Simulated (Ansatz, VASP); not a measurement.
# One calculation of InAs, two programs

```xyz
2
Lattice="0.0000 3.1462 3.1462 3.1462 0.0000 3.1462 3.1462 3.1462 0.0000" Properties=species:S:1:pos:R:3 pbc="T T T"
In    0.0000    0.0000    0.0000
As    1.5731    1.5731    1.5731
```

Change from the starting cell: hydrostatic strain +3.0%.

Alike in both runs: task single point; functional PBE; k mesh 8 × 8 × 8; occupations fermi-dirac, width 0.02 eV; no spin polarisation.

```csv
,VASP,Ansatz
version,VASP 6.6.1,Ansatz 0.2.0
potentials or method,"VASP PAW PBE potentials, release 64 (In_d, As)","plane waves, PAW"
plane-wave cutoff (eV),520,420
valence electrons in the cell,18,28
```

VASP gave:

* pressure (GPa): -2.1

Task: Estimate Ansatz's values.

Result: Pressure (GPa): -2.2.

With one functional, cell and mesh, what is left measures potentials, basis and numerics. VASP's potentials hold 18 valence electrons a cell and Ansatz's 28, so a difference there can come from the potentials and not from the codes.
